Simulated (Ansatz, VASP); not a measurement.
**One calculation of W, two programs**

Contents of POSCAR:

```
W
1.0
   -1.5473513207      1.5473513207      1.7020864528
    1.5473513207     -1.5473513207      1.7020864528
    1.5473513207      1.5473513207     -1.7020864528
W
1
Direct
    0.0000000000      0.0000000000      0.0000000000
```

Contents of INCAR.step1:

```
SYSTEM = W
PREC = Accurate
ENCUT = 520
ISMEAR = 0
SIGMA = 0.15
LREAL = .False.
LASPH = .True.
NELM = 80
NBANDS = 13
GGA = PE
ALGO = Normal
EDIFF = 1E-4
LWAVE = .True.
LCHARG = .False.
```

Contents of INCAR.step2:

```
SYSTEM = W
PREC = Accurate
ENCUT = 520
EDIFF = 1E-6
ISMEAR = 0
SIGMA = 0.15
LREAL = .False.
LASPH = .True.
NELM = 80
ALGO = Normal
ISIF = 2
LWAVE = .False.
LCHARG = .False.
METAGGA = R2SCAN
LMIXTAU = .True.
NBANDS = 13
ISTART = 1
```

Contents of KPOINTS:

```
regular mesh
0
Gamma
  24 24 24
  0 0 0
```

Input for Ansatz:

```yaml
crystal:
  lattice:
    - [-1.5473513207, 1.5473513207, 1.7020864528]
    - [1.5473513207, -1.5473513207, 1.7020864528]
    - [1.5473513207, 1.5473513207, -1.7020864528]
  atoms:
    - { symbol: W, position: [0.0, 0.0, 0.0] }
basis:
  ecutwfc: 500
kpoints:
  mp_grid: { grid: [24, 24, 24] }
hamiltonian:
  xc: r2scan
scf:
  occupations: { method: gaussian, width: 0.15 }
output:
  forces: true
  stress: true
  eigenvalues: true
```

Alike in both runs: task single point; functional r2SCAN; k mesh 24 × 24 × 24; occupations gaussian, width 0.15 eV; no spin polarisation.

|  | VASP | Ansatz |
| --- | --- | --- |
| version | VASP 6.6.1 | Ansatz 0.2.0 |
| potentials or method | VASP PAW PBE potentials, release 64 (W_sv), cutoff 520 eV | scalar-relativistic, plane waves, PAW |
| valence electrons in the cell | 14 | 14 |

```csv
,VASP,Ansatz,Ansatz less VASP
gap on the k mesh at the Fermi level (eV),none,none,-
pressure (GPa),-5.0,-6.1,-1.09
"traceless stress, the component that is largest in VASP (GPa)",-17.67,-17.77,-0.099
```

VASP's potentials were made for PBE, not for r2SCAN. A gap of «none» marks a metal or a gap that the smearing closes. With one functional, cell and mesh, what is left measures potentials, basis and numerics.

Neither program's run includes spin-orbit coupling.
